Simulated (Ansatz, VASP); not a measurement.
# Ca2Al2O: VASP beside Ansatz

```
CELL_PARAMETERS angstrom
4.43341 0.00000 0.00000
0.00000 4.43341 0.00000
0.00000 0.00000 6.55265
ATOMIC_POSITIONS crystal
Ca 0.50000 0.00000 0.00000
Ca 0.00000 0.50000 0.00000
Al 0.50000 0.00000 0.50000
Al 0.00000 0.50000 0.50000
O 0.50000 0.50000 0.00000
```

Alike in both runs: task single point; functional PBE; k mesh 4 × 4 × 4; occupations gaussian, width 0.1 eV; collinear spin.

|  | VASP | Ansatz |
| --- | --- | --- |
| version | VASP 6.6.1 | Ansatz 0.2.0 |
| potentials or method | VASP PAW PBE potentials, release 64 (Ca_sv, Al, O), cutoff 600 eV | scalar-relativistic, plane waves, PAW |
| valence electrons in the cell | 32 | 32 |

|  | VASP | Ansatz | Ansatz less VASP |
| --- | --- | --- | --- |
| gap on the k mesh at the Fermi level (eV) | none | none | - |
| pressure (GPa) | 0.2 | 0.0 | -0.18 |
| traceless stress, the component that is largest in VASP (GPa) | -0.14 | 0.05 | +0.196 |
| net moment per atom (μB) | 0.00 | 0.00 | 0.000 |

A gap of «none» marks a metal or a gap that the smearing closes. Ansatz's warnings: seeded moment not kept.
